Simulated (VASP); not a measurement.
# Mo (Im-3m) in VASP: further runs, part 3 of 3

VASP 6.6.1.

### 4 Relaxation of cell and atoms, PBEsol

This run uses another cell than the first one, of 15.63 Å³/atom, 1.020 times its volume.

Input file INCAR:

```
SYSTEM = Mo
  PREC = Accurate
  ENCUT = 600
  EDIFF = 1E-6
  ISMEAR = 1
  SIGMA = 0.1
  LREAL = .False.
  LASPH = .True.
  NELM = 100
  ALGO = Normal
  ISIF = 3
  LWAVE = .False.
  LCHARG = .False.
  GGA = PS
  IBRION = 2
  NSW = 60
  EDIFFG = -0.005
```

Input file KPOINTS:

```
Automatic mesh
0
Gamma
  24 24 24
  0 0 0
```

Input file POSCAR:

```
Mo
1.0
   -1.5750000000      1.5750000000      1.5750000000
    1.5750000000     -1.5750000000      1.5750000000
    1.5750000000      1.5750000000     -1.5750000000
Mo
1
Direct
    0.0000000000      0.0000000000      0.0000000000
```

Run with:

```
> cat potpaw_PBE.64/Mo_sv/POTCAR > POTCAR
> mpirun -np 1 vasp_std > vasp.out
```

Wall time 3.5 min (1 thread of Intel Xeon 8259CL, shared host); peak memory 0.22 GiB.

It converged, with:

```yaml
Free_energy: -11.7782 eV
Relaxed_volume: 15.35 Å³/atom
Relaxed_cell: a = 2.712 Å, b = 2.712 Å, c = 2.712 Å, α = 109.47°, β = 109.47°, γ = 109.47°
Space_group_after_relaxing_to_0.05_Å: Im-3m (No. 229)
Energy_gained_by_relaxing: 4.3 meV/atom
Ionic_steps: 4
Pressure_after_relaxing: 0.0 GPa
Band_gap_on_the_k_mesh: zero (band 7 reaches 16.87 eV, above the bottom of band 8 at 11.36 eV)
```

The path:
| step | energy change (eV) | largest force (eV/Å) | pressure (GPa) | volume (Å³) |
| --- | --- | --- | --- | --- |
| 1 | 0.0000 | 0.0000 | -4.84 | 15.63 |
| 2 | 0.0322 | 0.0000 | 16.04 | 14.58 |
| 3 | -0.0043 | 0.0000 | -0.08 | 15.35 |
| 4 | -0.0043 | 0.0000 | -0.01 | 15.35 |

Final structure:
```xyz
1
Lattice="-1.5656 1.5656 1.5656 1.5656 -1.5656 1.5656 1.5656 1.5656 -1.5656" Properties=species:S:1:pos:R:3 pbc="T T T"
Mo    1.5656    1.5656    1.5656
```

Levels at points of the mesh, in eV from the Fermi level:
| k point | band 5 | band 6 | band 7 | band 8 | band 9 | band 10 |
| --- | --- | --- | --- | --- | --- | --- |
| (0.00, 0.00, 0.00) | -7.40 | -1.46 | -1.46 | -1.46 | 1.63 | 1.63 |
| (0.50, 0.00, 0.00) | -5.52 | -3.56 | 1.62 | 1.67 | 2.32 | 4.85 |
| (0.50, 0.50, 0.50) | -5.67 | -5.67 | 4.06 | 4.06 | 4.06 | 9.11 |

Caveat: the PAW data sets were made with another functional, which shifts forces and pressure a little.

### 5 Relaxation of cell and atoms, PBE

This run uses another cell than the first one, of 15.63 Å³/atom, 1.020 times its volume.

Input file INCAR:

```
PREC = Accurate
ENCUT = 600
EDIFF = 1E-7
ISMEAR = 1
SIGMA = 0.1
LREAL = F
LASPH = T
NELM = 80
ALGO = Normal
ISIF = 3
LWAVE = F
LCHARG = F
GGA = PE
IBRION = 2
NSW = 60
EDIFFG = -0.005
```

Input file KPOINTS:

```
Automatic mesh
0
Gamma
  24 24 24
```

POSCAR is that of step 4.

Potentials or basis: VASP PAW PBE potentials, release 64 (Mo_sv).

Run with:

```
> cat potpaw_PBE.64/Mo_sv/POTCAR > POTCAR
> mpirun -np 1 vasp_std > vasp.out
```

OUTCAR:

```text
PREC = Accurate
   ENCUT = 600
   EDIFF = 1E-7
   ISMEAR = 1
   LREAL = F
   LASPH = T
   NELM = 80
   ISIF = 3
   GGA = PE
   IBRION = 2
   NSW = 60
   EDIFFG = -0.005

 ion  position               nearest neighbor table
   1  0.000  0.000  0.000-

  LATTYP: Found a body centered cubic cell.
 ALAT       =     3.1500000000

  Lattice vectors:

 A1 = (  -1.5750000000,   1.5750000000,   1.5750000000)
 A2 = (   1.5750000000,  -1.5750000000,   1.5750000000)
 A3 = (   1.5750000000,   1.5750000000,  -1.5750000000)

Analysis of symmetry for initial positions (statically):
=====================================================================
 Subroutine PRICEL returns:
 Original cell was already a primitive cell.

 Routine SETGRP: Setting up the symmetry group for a
 body centered cubic supercell.

 Subroutine GETGRP returns: Found 48 space group operations
 (whereof 48 operations were pure point group operations)
 out of a pool of 48 trial point group operations.

The static configuration has the point symmetry O_h .

Analysis of symmetry for dynamics (positions and initial velocities):
=====================================================================
 Subroutine PRICEL returns:
 Original cell was already a primitive cell.

 Routine SETGRP: Setting up the symmetry group for a
 body centered cubic supercell.

 Subroutine GETGRP returns: Found 48 space group operations
 (whereof 48 operations were pure point group operations)
 out of a pool of 48 trial point group operations.

The dynamic configuration has the point symmetry O_h .

 Subroutine INISYM returns: Found 48 space group operations
 (whereof 48 operations are pure point group operations),
 and found     1 'primitive' translations

[... 123 lines left out ...]
 conjugate gradient relaxation of ions
 non-spin polarized calculation
 Methfessel and Paxton  Order N= 1 SIGMA  =   0.10
  energy-cutoff  :      600.00
  volume of cell :       15.63
 maximum number of plane-waves:       539
 NGX is ok and might be reduce to    24
   NGX = 11   NGY = 11   NGZ = 11

--------------------------------------- Ionic step        1  -------------------------------------------

 number of electron      14.0000002 magnetization

 Free energy of the ion-electron system (eV)
  ---------------------------------------------------
  ext. energy  EPLUGINS =         0.00000000
  ---------------------------------------------------
  free energy    TOTEN  =       -10.93289635 eV

  energy without entropy =      -10.93253911  energy(sigma->0) =      -10.93277727

------------------------ aborting loop because EDIFF is reached ----------------------------------------

  FORCE on cell =-STRESS in cart. coord.  units (eV):
  Direction    XX          YY          ZZ          XY          YZ          ZX
  --------------------------------------------------------------------------------------
  -------------------------------------------------------------------------------------
  Total        0.3047381      0.3047381      0.3047381      0.0000000      0.0000000      0.0000000
  in kB       31.2417778     31.2417778     31.2417778      0.0000000      0.0000000      0.0000000
  external PRESSURE =      31.2417778 kB  Pullay stress =       0.0000000 kB
[... 57 lines left out ...]
--------------------------------------- Ionic step        3  -------------------------------------------

 number of electron      14.0000002 magnetization

 Free energy of the ion-electron system (eV)
  ---------------------------------------------------
  ext. energy  EPLUGINS =         0.00000000
  ---------------------------------------------------
  free energy    TOTEN  =       -10.93467183 eV

  energy without entropy =      -10.93428590  energy(sigma->0) =      -10.93454319

 E-fermi :  12.4586     XC(G=0): -13.3251

 val. band max:       12.4551794023   @ k =   0.3750   0.0833   0.0000
 cond. band min:      12.4587890244   @ k =  -0.2083   0.2500   0.0833
 fundamental gap:      0.0036096221
 Fermi energy:        12.4586038437

 k-point     1 :       0.0000    0.0000    0.0000
  band No.  band energies     occupation
      1     -48.8757      2.00000
      2     -22.1688      2.00000
      3     -22.1688      2.00000
      4     -22.1688      2.00000
      5       5.2099      2.00000
      6      11.0628      2.00000
      7      11.0628      2.00000
      8      11.0629      2.00000
      9      14.0459     -0.00000
     10      14.0459     -0.00000
     11      27.2213      0.00000
[... 309 lines left out ...]
 k-point    24 :       0.4583    0.0417    0.0000
  band No.  band energies     occupation
      1     -48.6230      2.00000
      2     -23.5054      2.00000
      3     -22.6045      2.00000
      4     -22.1892      2.00000
      5       7.2115      2.00000
      6       9.0817      2.00000
      7      13.5791     -0.00000
      8      14.0629     -0.00000
      9      14.8949      0.00000
     10      17.1658      0.00000
     11      23.8787      0.00000

 [... further k-points ...]
[... 5 lines left out ...]
  --------------------------------------------------------------------------------------
  -------------------------------------------------------------------------------------
  Total       -0.0024676     -0.0024676     -0.0024676      0.0000000      0.0000000      0.0000000
  in kB       -0.2499845     -0.2499845     -0.2499845      0.0000000      0.0000000      0.0000000
  external PRESSURE =      -0.2499845 kB  Pullay stress =       0.0000000 kB
[... 16 lines left out ...]
  FREE ENERGIE OF THE ION-ELECTRON SYSTEM (eV)
  ---------------------------------------------------
  free  energy   TOTEN  =       -10.9346718323 eV

  energy  without entropy=      -10.9342859044  energy(sigma->0) =      -10.93454319

 reached required accuracy - stopping structural energy minimisation
```

Wall time 3.2 min (1 thread of Intel Xeon 8259CL, shared host); peak memory 0.22 GiB.

Results:

- Free energy: -10.9347 eV
- Relaxed volume: 15.81 Å³/atom
- Relaxed cell: a = 2.739 Å, b = 2.739 Å, c = 2.739 Å, α = 109.47°, β = 109.47°, γ = 109.47°
- Space group after relaxing (to 0.05 Å): Im-3m (No. 229)
- Energy gained by relaxing: 1.8 meV/atom
- Ionic steps: 3
- Pressure after relaxing: 0.0 GPa
- Band gap on the k mesh: zero (band 7 reaches 16.32 eV, above the bottom of band 8 at 11.06 eV)

The path:
```csv
step,energy change (eV),largest force (eV/Å),pressure (GPa),volume (Å³)
1,0.0000,0.0000,3.12,15.63
2,0.0110,0.0000,-7.74,16.33
3,-0.0018,0.0000,-0.02,15.81
```

Final structure:
```xyz
1
Lattice="-1.5813 1.5813 1.5813 1.5813 -1.5813 1.5813 1.5813 1.5813 -1.5813" Properties=species:S:1:pos:R:3 pbc="T T T"
Mo    0.0000    0.0000    0.0000
```

### 6 The runs side by side

```tsv
task	level	cell	cutoff (eV)	gap on the mesh (eV)	pressure (GPa)	relaxed volume (Å³/atom)
single point	PBEsol	a = 2.710 Å, angles 109.5°, 1 atom	520	none	0.6	-
single point	PBE	a = 2.737 Å, angles 109.5°, 1 atom	520	none	0.5	-
relaxation of cell and atoms	PBEsol	relaxed from a = 2.728 Å, angles 109.5°, 1 atom	600	none	0.0	15.35
relaxation of cell and atoms	PBE	relaxed from a = 2.728 Å, angles 109.5°, 1 atom	600	none	0.0	15.81
```

Alike in all rows: potentials or basis VASP PAW PBE potentials, release 64 (Mo_sv); no spin polarisation; k mesh 24 × 24 × 24; smearing methfessel-paxton 0.1 eV.

Caveats: the PAW data sets were made with another functional, which shifts forces and pressure a little (some runs).

Absolute energies hang on the potentials; compare differences alone.
